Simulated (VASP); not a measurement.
# CdSe (zincblende type) (F-43m) in VASP: notebook

Runs on CdSe (zincblende type). Level: PBE. Tasks: single point.

Program: VASP 6.6.1. These are calculated values, not measurements. Logs are shortened: lines on timing, memory, paths and dates and some standing lists are left out, and cuts for length are marked.

## 1. The cell of the first run

It takes space group F-43m (No. 216, cubic). Conventional cell: a = 5.554 Å, b = 5.554 Å, c = 5.554 Å, α = 90.00°, β = 90.00°, γ = 90.00°. Within 3.2 Å of Cd (site symmetry -43m) lie 4 Se at 2.40 Å. Within 3.2 Å of Se (site symmetry -43m) lie 4 Cd at 2.40 Å.

## 2. Single point, PBE (volume scaled by 0.72)

INCAR reads:

```
SYSTEM = CdSe
PREC = Accurate
ENCUT = 520
EDIFF = 1E-6
ISMEAR = -1
SIGMA = 0.1
LREAL = .False.
LASPH = .True.
NELM = 100
ALGO = Normal
ISIF = 2
LWAVE = .False.
LCHARG = .True.
GGA = PE
LELF = .True.
LVHAR = .True.
NBANDS = 16
```

KPOINTS reads:

```
regular mesh
0
Gamma
  11 11 11
  0 0 0
```

POSCAR reads:

```
CdSe
1.0
    0.0000000000      2.7767580683      2.7767580683
    2.7767580683      0.0000000000      2.7767580683
    2.7767580683      2.7767580683      0.0000000000
Cd Se
1 1
Direct
    0.0000000000      0.0000000000      0.0000000000
    0.2500000000      0.2500000000      0.2500000000
```

Potentials or basis: VASP PAW PBE potentials, release 64 (Cd, Se).

Started as:

```console
$ cat potpaw_PBE.64/Cd/POTCAR potpaw_PBE.64/Se/POTCAR > POTCAR
$ mpirun -np 1 vasp_std > vasp.out
```

OUTCAR:

```text
SYSTEM = CdSe
   PREC = Accurate
   ENCUT = 520
   EDIFF = 1E-6
   ISMEAR = -1
   LREAL = .False.
   LASPH = .True.
   NELM = 100
   ISIF = 2
   GGA = PE

 ion  position               nearest neighbor table
   1  0.000  0.000  0.000-   2 2.40   2 2.40   2 2.40   2 2.40
   2  0.250  0.250  0.250-   1 2.40   1 2.40   1 2.40   1 2.40

  LATTYP: Found a face centered cubic cell.
 ALAT       =     5.5535161366

  Lattice vectors:

 A1 = (   0.0000000000,   2.7767580683,   2.7767580683)
 A2 = (   2.7767580683,   0.0000000000,   2.7767580683)
 A3 = (   2.7767580683,   2.7767580683,   0.0000000000)

Analysis of symmetry for initial positions (statically):
=====================================================================
 Subroutine PRICEL returns:
 Original cell was already a primitive cell.

 Routine SETGRP: Setting up the symmetry group for a
 face centered cubic supercell.

 Subroutine GETGRP returns: Found 24 space group operations
 (whereof 24 operations were pure point group operations)
 out of a pool of 48 trial point group operations.

The static configuration has the point symmetry T_d .

Analysis of symmetry for dynamics (positions and initial velocities):
=====================================================================
 Subroutine PRICEL returns:
 Original cell was already a primitive cell.

 Routine SETGRP: Setting up the symmetry group for a
 face centered cubic supercell.

 Subroutine GETGRP returns: Found 24 space group operations
 (whereof 24 operations were pure point group operations)
 out of a pool of 48 trial point group operations.

The dynamic configuration has the point symmetry T_d .

 Subroutine INISYM returns: Found 24 space group operations
 (whereof 24 operations are pure point group operations),
 and found     1 'primitive' translations

----------------------------------------------------------------------------------------

                                     Primitive cell

  volume of cell :      42.8197

  direct lattice vectors                    reciprocal lattice vectors
     0.000000000  2.776758068  2.776758068    -0.180066101  0.180066101  0.180066101
     2.776758068  0.000000000  2.776758068     0.180066101 -0.180066101  0.180066101
     2.776758068  2.776758068  0.000000000     0.180066101  0.180066101 -0.180066101

  length of vectors
     3.926928920  3.926928920  3.926928920     0.311883636  0.311883636  0.311883636

  position of ions in fractional coordinates (direct lattice)
     0.000000000  0.000000000  0.000000000
     0.250000000  0.250000000  0.250000000

  ion indices of the primitive-cell ions
   primitive index   ion index
                 1           1
                 2           2

----------------------------------------------------------------------------------------

 KPOINTS: regular mesh

Automatic generation of k-mesh.
 Grid dimensions read from file:
 generate k-points for:   11   11   11

 Generating k-lattice:

  Cartesian coordinates                     Fractional coordinates (reciprocal lattice)
    -0.016369646  0.016369646  0.016369646     0.090909091  0.000000000  0.000000000
     0.016369646 -0.016369646  0.016369646     0.000000000  0.090909091  0.000000000
     0.016369646  0.016369646 -0.016369646     0.000000000  0.000000000  0.090909091

  Length of vectors
     0.028353058  0.028353058  0.028353058

  Shift w.r.t. Gamma in fractional coordinates (k-lattice)
     0.000000000  0.000000000  0.000000000

 Subroutine IBZKPT returns following result:
 ===========================================

 Found     56 irreducible k-points:

 Following reciprocal coordinates:
            Coordinates               Weight
  0.000000  0.000000  0.000000      1.000000
  0.090909  0.000000  0.000000      8.000000
  0.181818  0.000000  0.000000      8.000000
  0.272727  0.000000  0.000000      8.000000
  0.363636  0.000000  0.000000      8.000000
  0.454545  0.000000  0.000000      8.000000
[... 16 lines left out ...]
 -0.272727  0.181818  0.000000     24.000000
 -0.181818  0.181818  0.000000     12.000000
 [... further k-points ...]
   k-points           NKPTS =     56   k-points in BZ     NKDIM =     56   number of bands    NBANDS=     16
   number of dos      NEDOS =    301   number of ions     NIONS =      2
   total plane-waves  NPLWV =  27000
   dimension x,y,z NGX =    30 NGY =   30 NGZ =   30
   dimension x,y,z NGXF=    60 NGYF=   60 NGZF=   60
   ions per type =               1   1
   NGX,Y,Z   is equivalent  to a cutoff of  12.70, 12.70, 12.70 a.u.
   NGXF,Y,Z  is equivalent  to a cutoff of  25.40, 25.40, 25.40 a.u.
 SYSTEM =  CdSe
   PREC   = accura    normal or accurate (medium, high low for compatibility)
   ISTART =      0    job   : 0-new  1-cont  2-samecut
   ICHARG =      2    charge: 1-file 2-atom 10-const
   ISPIN  =      1    spin polarized calculation?
   LNONCOLLINEAR =      F non collinear calculations
   LSORBIT =      F    spin-orbit coupling
   LASPH  =      T    aspherical Exc in radial PAW
   ENCUT  =  520.0 eV  38.22 Ry    6.18 a.u.   7.30  7.30  7.30*2*pi/ulx,y,z
   NELM   =    100;   NELMIN=  2; NELMDL= -5     # of ELM steps
   EDIFF  = 0.1E-05   stopping-criterion for ELM
   LREAL  =      F    real-space projection
   EDIFFG = 0.1E-04   stopping-criterion for IOM
   NSW    =      0    number of steps for IOM
   IBRION =     -1    ionic relax: 0-MD 1-quasi-New 2-CG
   NFREE  =      0    steps in history (QN), initial steepest desc. (CG)
   ISIF   =      2    stress and relaxation
   ISYM   =      2    0-nonsym 1-usesym 2-fastsym
   POTIM  = 0.5000    time-step for ionic-motion
   TEBEG  =    0.0;   TEEND  =   0.0 temperature during run
   PSTRESS=    0.0 pullay stress
   NELECT =      18.0000    total number of electrons
   NUPDOWN=      -1.0000    fix difference up-down
   EMIN   =  10.00;   EMAX   =-10.00  energy-range for DOS
   EFERMI =   0.00;   METHOD = LEGACY
   ISMEAR =    -1;   SIGMA  =   0.10  broadening in eV -4-tet -1-fermi 0-gaus
   EFERMI_NEDOS =   21; number of points for ismear=-14 and -15
   IALGO  =     38    algorithm
   IMIX   =      4    mixing-type and parameters
     AMIX     =   0.40;   BMIX     =  1.00
     AMIX_MAG =   1.60;   BMIX_MAG =  1.00
  volume/ion in A,a.u.               =      21.41       144.48
  Fermi-wavevector in a.u.,A,eV,Ry     =   1.226359  2.317482 20.462569  1.503956
  Thomas-Fermi vector in A             =   2.361363
   LORBIT       =      0    0 simple, 1 ext, 2 COOP (PROOUT), +10 PAW based schemes
   GGA     = PE    functional components
   LHFCALC =     F    Hartree Fock is set to
   AEXX    =    0.0000 exact exchange contribution
   IVDW    =     0    specifies the selected vdW correction
   LEPSILON=     F    determine dielectric tensor
   LRPA    =     F    only Hartree local field effects (RPA)
 non-spin polarized calculation
  energy-cutoff  :      520.00
  volume of cell :       42.82
 maximum number of plane-waves:      1179
 NGX is ok and might be reduce to    30
   NGX = 15   NGY = 15   NGZ = 15

 number of electron      18.0000001 magnetization

 Free energy of the ion-electron system (eV)
  ---------------------------------------------------
  ext. energy  EPLUGINS =         0.00000000
  ---------------------------------------------------
  free energy    TOTEN  =        -4.23705376 eV

  energy without entropy =       -4.23702801  energy(sigma->0) =       -4.23704089

 E-fermi :   4.2735     XC(G=0): -10.1944

 val. band max:        3.5809667197   @ k =   0.0000   0.0000   0.0000
 cond. band min:       4.7186374108   @ k =   0.0000   0.0000   0.0000
 fundamental gap:      1.1376706911
 Fermi energy:         4.2735347035

 k-point     1 :       0.0000    0.0000    0.0000
  band No.  band energies     occupation
      1     -11.0042      2.00000
      2      -5.7729      2.00000
      3      -5.7729      2.00000
      4      -5.7729      2.00000
      5      -5.0172      2.00000
      6      -5.0172      2.00000
[... 8 lines left out ...]
     15      15.2549      0.00000
     16      15.2549      0.00000

 k-point     2 :       0.0909    0.0000    0.0000
  band No.  band energies     occupation
      1     -10.9527      2.00000
      2      -5.7545      2.00000
      3      -5.7545      2.00000
      4      -5.7461      2.00000
      5      -5.0193      2.00000
      6      -5.0193      2.00000
[... 8 lines left out ...]
     15      14.4729      0.00000
     16      14.7962      0.00000

 k-point     3 :       0.1818    0.0000    0.0000
  band No.  band energies     occupation
      1     -10.8128      2.00000
      2      -5.7076      2.00000
      3      -5.7076      2.00000
      4      -5.6462      2.00000
      5      -5.0208      2.00000
      6      -5.0208      2.00000
[... 8 lines left out ...]
     15      13.8903      0.00000
     16      14.4610      0.00000

 k-point     4 :       0.2727    0.0000    0.0000
  band No.  band energies     occupation
      1     -10.6264      2.00000
      2      -5.6532      2.00000
      3      -5.6532      2.00000
      4      -5.4242      2.00000
      5      -5.0119      2.00000
      6      -5.0119      2.00000
[... 8 lines left out ...]
     15      14.0509      0.00000
     16      14.0509      0.00000
[... 324 lines left out ...]
 k-point    22 :      -0.3636    0.1818    0.0000
  band No.  band energies     occupation
      1     -10.2941      2.00000
      2      -5.5594      2.00000
      3      -5.5152      2.00000
      4      -5.0517      2.00000
      5      -5.0101      2.00000
      6      -4.5235      2.00000
[... 8 lines left out ...]
     15      15.1541      0.00000
     16      16.3911      0.00000

 k-point    23 :      -0.2727    0.1818    0.0000
  band No.  band energies     occupation
      1     -10.4072      2.00000
      2      -5.5701      2.00000
      3      -5.5636      2.00000
      4      -5.1637      2.00000
      5      -5.0453      2.00000
      6      -4.8472      2.00000
[... 8 lines left out ...]
     15      16.0210      0.00000
     16      17.0577      0.00000

 k-point    24 :      -0.1818    0.1818    0.0000
  band No.  band energies     occupation
      1     -10.5649      2.00000
      2      -5.6274      2.00000
      3      -5.6037      2.00000
      4      -5.4048      2.00000
      5      -5.0556      2.00000
      6      -4.9524      2.00000
[... 8 lines left out ...]
     15      15.4326      0.00000
     16      16.8291      0.00000

 [... further k-points ...]

------------------------ aborting loop because EDIFF is reached ----------------------------------------

  FORCE on cell =-STRESS in cart. coord.  units (eV):
  Direction    XX          YY          ZZ          XY          YZ          ZX
  --------------------------------------------------------------------------------------
  -------------------------------------------------------------------------------------
  Total        8.7364454      8.7364454      8.7364454     -0.0000000      0.0000000      0.0000000
  in kB      326.8896906    326.8896906    326.8896906     -0.0000000      0.0000000      0.0000000
  external PRESSURE =     326.8896906 kB  Pullay stress =       0.0000000 kB

 VOLUME and BASIS-vectors are now :
 -----------------------------------------------------------------------------
  energy-cutoff  :      520.00
  volume of cell :       42.82
      direct lattice vectors                 reciprocal lattice vectors
     0.000000000  2.776758068  2.776758068    -0.180066101  0.180066101  0.180066101
     2.776758068  0.000000000  2.776758068     0.180066101 -0.180066101  0.180066101
     2.776758068  2.776758068  0.000000000     0.180066101  0.180066101 -0.180066101

 POSITION                                       TOTAL-FORCE (eV/Angst)
 -----------------------------------------------------------------------------------
      0.00000      0.00000      0.00000         0.000000      0.000000     -0.000000
      1.38838      1.38838      1.38838        -0.000000     -0.000000      0.000000
 -----------------------------------------------------------------------------------
    total drift:                               -0.000000     -0.000000      0.000000

  FREE ENERGIE OF THE ION-ELECTRON SYSTEM (eV)
  ---------------------------------------------------
  free  energy   TOTEN  =        -4.2370537640 eV

  energy  without entropy=       -4.2370280077  energy(sigma->0) =       -4.23704089
```

Wall time 22 s (1 thread of Intel Xeon 6975P-C (Granite Rapids), shared host); peak memory 0.19 GiB.

Results:

| Item | Value |
| --- | --- |
| Free energy | -4.2371 eV |
| Pressure | 32.7 GPa |
| Band gap on the k mesh | 1.14 eV, direct |

Levels at points of the mesh, in eV from the valence-band top:
| k point | band 6 | band 7 | band 8 | band 9 | band 10 | band 11 | band 12 | band 13 |
| --- | --- | --- | --- | --- | --- | --- | --- | --- |
| (0.00, 0.00, 0.00) | -8.60 | 0.00 | 0.00 | 0.00 | 1.14 | 5.76 | 5.76 | 5.76 |

## 3. Single point, PBE (volume scaled by 0.8)

INCAR reads:

```
ALGO = Normal
EDIFF = 1E-7
ENCUT = 520
GGA = PE
ISIF = 2
ISMEAR = -1
LASPH = True
LCHARG = False
LREAL = False
LWAVE = False
NBANDS = 16
NELM = 60
PREC = Accurate
SIGMA = 0.1
```

KPOINTS reads:

```
k-points
0
Gamma
  11 11 11
```

POSCAR reads:

```
CdSe
1.0
    0.0000000000      2.8760109770      2.8760109770
    2.8760109770      0.0000000000      2.8760109770
    2.8760109770      2.8760109770      0.0000000000
Cd Se
1 1
Direct
    0.0000000000      0.0000000000      0.0000000000
    0.2500000000      0.2500000000      0.2500000000
```

Potentials or basis: VASP PAW PBE potentials, release 64 (Cd, Se).

Started as:

```console
$ cat potpaw_PBE.64/Cd/POTCAR potpaw_PBE.64/Se/POTCAR > POTCAR
$ mpirun -np 1 vasp_std > vasp.out
```

OUTCAR:

```text
EDIFF = 1E-7
   ENCUT = 520
   GGA = PE
   ISIF = 2
   ISMEAR = -1
   LASPH = True
   LREAL = False
   NELM = 60
   PREC = Accurate

 ion  position               nearest neighbor table
   1  0.000  0.000  0.000-   2 2.49   2 2.49   2 2.49   2 2.49
   2  0.250  0.250  0.250-   1 2.49   1 2.49   1 2.49   1 2.49

  LATTYP: Found a face centered cubic cell.
 ALAT       =     5.7520219540

  Lattice vectors:

 A1 = (   0.0000000000,   2.8760109770,   2.8760109770)
 A2 = (   2.8760109770,   0.0000000000,   2.8760109770)
 A3 = (   2.8760109770,   2.8760109770,   0.0000000000)

Analysis of symmetry for initial positions (statically):
=====================================================================
 Subroutine PRICEL returns:
 Original cell was already a primitive cell.

 Routine SETGRP: Setting up the symmetry group for a
 face centered cubic supercell.

 Subroutine GETGRP returns: Found 24 space group operations
 (whereof 24 operations were pure point group operations)
 out of a pool of 48 trial point group operations.

The static configuration has the point symmetry T_d .

Analysis of symmetry for dynamics (positions and initial velocities):
=====================================================================
 Subroutine PRICEL returns:
 Original cell was already a primitive cell.

 Routine SETGRP: Setting up the symmetry group for a
 face centered cubic supercell.

 Subroutine GETGRP returns: Found 24 space group operations
 (whereof 24 operations were pure point group operations)
 out of a pool of 48 trial point group operations.

The dynamic configuration has the point symmetry T_d .

 Subroutine INISYM returns: Found 24 space group operations
 (whereof 24 operations are pure point group operations),
 and found     1 'primitive' translations

[... 102 lines left out ...]
   POTIM  = 0.5000    time-step for ionic-motion
   TEBEG  =    0.0;   TEEND  =   0.0 temperature during run
   PSTRESS=    0.0 pullay stress
   NELECT =      18.0000    total number of electrons
   NUPDOWN=      -1.0000    fix difference up-down
   EMIN   =  10.00;   EMAX   =-10.00  energy-range for DOS
   EFERMI =   0.00;   METHOD = LEGACY
   ISMEAR =    -1;   SIGMA  =   0.10  broadening in eV -4-tet -1-fermi 0-gaus
   EFERMI_NEDOS =   21; number of points for ismear=-14 and -15
   IALGO  =     38    algorithm
   IMIX   =      4    mixing-type and parameters
     AMIX     =   0.40;   BMIX     =  1.00
     AMIX_MAG =   1.60;   BMIX_MAG =  1.00
  volume/ion in A,a.u.               =      23.79       160.53
  Fermi-wavevector in a.u.,A,eV,Ry     =   1.184037  2.237505 19.074588  1.401943
  Thomas-Fermi vector in A             =   2.320259
   LORBIT       =      0    0 simple, 1 ext, 2 COOP (PROOUT), +10 PAW based schemes
   GGA     = PE    functional components
   LHFCALC =     F    Hartree Fock is set to
   AEXX    =    0.0000 exact exchange contribution
   IVDW    =     0    specifies the selected vdW correction
   LEPSILON=     F    determine dielectric tensor
   LRPA    =     F    only Hartree local field effects (RPA)
 non-spin polarized calculation
  energy-cutoff  :      520.00
  volume of cell :       47.58
 maximum number of plane-waves:      1303
   NGX = 15   NGY = 15   NGZ = 15

 number of electron      18.0000008 magnetization

 Free energy of the ion-electron system (eV)
  ---------------------------------------------------
  ext. energy  EPLUGINS =         0.00000000
  ---------------------------------------------------
  free energy    TOTEN  =        -4.96323889 eV

  energy without entropy =       -4.96317342  energy(sigma->0) =       -4.96320616

 E-fermi :   3.0572     XC(G=0):  -9.6738

 val. band max:        2.4454215256   @ k =   0.0000   0.0000   0.0000
 cond. band min:       3.3933683931   @ k =   0.0000   0.0000   0.0000
 fundamental gap:      0.9479468675
 Fermi energy:         3.0571772998

 k-point     1 :       0.0000    0.0000    0.0000
  band No.  band energies     occupation
      1     -11.2590      2.00000
      2      -6.2369      2.00000
      3      -6.2369      2.00000
      4      -6.2369      2.00000
      5      -5.6483      2.00000
      6      -5.6483      2.00000
[... 433 lines left out ...]
      3      -6.1004      2.00000
      4      -5.8992      2.00000
      5      -5.6753      2.00000
      6      -5.5968      2.00000
[... 8 lines left out ...]
     15      13.9358      0.00000
     16      15.3485      0.00000

 [... further k-points ...]
[... 5 lines left out ...]
  --------------------------------------------------------------------------------------
  -------------------------------------------------------------------------------------
  Total        5.1903695      5.1903695      5.1903695      0.0000000      0.0000000      0.0000000
  in kB      174.7862424    174.7862424    174.7862424      0.0000000      0.0000000      0.0000000
  external PRESSURE =     174.7862424 kB  Pullay stress =       0.0000000 kB

 VOLUME and BASIS-vectors are now :
 -----------------------------------------------------------------------------
  energy-cutoff  :      520.00
  volume of cell :       47.58
      direct lattice vectors                 reciprocal lattice vectors
     0.000000000  2.876010977  2.876010977    -0.173851909  0.173851909  0.173851909
     2.876010977  0.000000000  2.876010977     0.173851909 -0.173851909  0.173851909
     2.876010977  2.876010977  0.000000000     0.173851909  0.173851909 -0.173851909

 POSITION                                       TOTAL-FORCE (eV/Angst)
 -----------------------------------------------------------------------------------
      0.00000      0.00000      0.00000        -0.000000     -0.000000     -0.000000
      1.43801      1.43801      1.43801         0.000000      0.000000      0.000000
 -----------------------------------------------------------------------------------
    total drift:                               -0.000001     -0.000001     -0.000001

  FREE ENERGIE OF THE ION-ELECTRON SYSTEM (eV)
  ---------------------------------------------------
  free  energy   TOTEN  =        -4.9632388868 eV

  energy  without entropy=       -4.9631734242  energy(sigma->0) =       -4.96320616
```

stdout:

```text
POSCAR found type information on POSCAR CdSe
 POSCAR found :  2 types and       2 ions
 scaLAPACK will be used
 LDA part: xc-table for (Slater+PW92), standard interpolation
 POSCAR, INCAR and KPOINTS ok, starting setup
 FFT: planning ... GRIDC
 FFT: planning ... GRID_SOFT
 FFT: planning ... GRID
 WAVECAR not read
 entering main loop
```

Run time: 25 s. Hardware: 1 thread of Intel Xeon 6975P-C (Granite Rapids), shared host; peak memory 0.19 GiB.

What came out:

| Quantity | Value |
| --- | --- |
| Free energy | -4.9632 eV |
| Pressure | 17.5 GPa |
| Band gap on the k mesh | 0.95 eV, direct |
